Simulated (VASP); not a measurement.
# MnSb: single point with PBE

Crystal: MnSb.

```
CELL_PARAMETERS angstrom
4.03954 0.00000 0.00000
-2.01977 3.49835 0.00000
0.00000 0.00000 5.52771
ATOMIC_POSITIONS crystal
Mn 0.00000 0.00000 0.00000
Mn 0.00000 0.00000 0.50000
Sb 0.33333 0.66667 0.25000
Sb 0.66667 0.33333 0.75000
```

```yaml
Program: VASP 6.6.1
Task: single point
Functional: PBE
Potentials_or_basis: VASP PAW PBE potentials, release 64 (Mn_pv, Sb)
Cutoff: 520 eV
k_mesh: 10 × 10 × 6
Occupations: gaussian, width 0.05 eV
Spin: collinear spin, ferromagnetic start
Starting_moments: "[3.51, 3.51, 0.0, 0.0] μB"
Dipole_correction: no
Further_INCAR_settings: ALGO = Normal; EDIFF = 1e-06; NBANDS = 30
```

| Quantity | Value |
| --- | --- |
| Pressure | 2.7 GPa |
| Net moment | 6.16 μB per cell |
| Site moments | Mn +3.11; Sb -0.12 μB |
| Valence electrons inside the program's atomic spheres | Mn 11.64; Sb 2.49 |

Levels at points of the mesh, in eV from the Fermi level:
Spin up:
```
           k point  band 19  band 20  band 21  band 22  band 23  band 24
(0.00, 0.00, 0.00)    -0.07     0.52     0.52     2.60     2.60     3.02
(0.50, 0.00, 0.00)    -1.84    -1.72    -1.67    -0.46     1.12     3.61
(0.00, 0.00, 0.50)    -0.26    -0.26     2.02     2.02     2.02     2.02
(0.50, 0.00, 0.50)    -2.11    -2.11     0.24     0.24     1.56     1.56
```
Spin down:
| k point | band 11 | band 12 | band 13 | band 14 | band 15 | band 16 | band 17 | band 18 | band 19 | band 20 |
| --- | --- | --- | --- | --- | --- | --- | --- | --- | --- | --- |
| (0.00, 0.00, 0.00) | -2.87 | -1.28 | -0.34 | -0.34 | 0.07 | 0.07 | 0.63 | 0.63 | 1.38 | 1.38 |
| (0.50, 0.00, 0.00) | -3.05 | -2.67 | -2.43 | -2.37 | -1.45 | 0.25 | 0.46 | 0.58 | 0.78 | 1.27 |
| (0.00, 0.00, 0.50) | -1.95 | -1.95 | -1.95 | -1.95 | 0.28 | 0.28 | 0.28 | 0.28 | 0.87 | 0.87 |
| (0.50, 0.00, 0.50) | -2.33 | -2.33 | -1.77 | -1.77 | 0.11 | 0.11 | 0.64 | 0.64 | 0.67 | 0.67 |

Run time: 120 s on 1 thread of AMD EPYC 9R45 96-Core Processor (Zen 5), with other jobs on the host, peak memory 0.31 GiB.

Caveat: spin-orbit coupling is left out, which moves the levels of the heavy elements; only a ferromagnetic start was run, and an antiferromagnetic order may lie lower in energy.
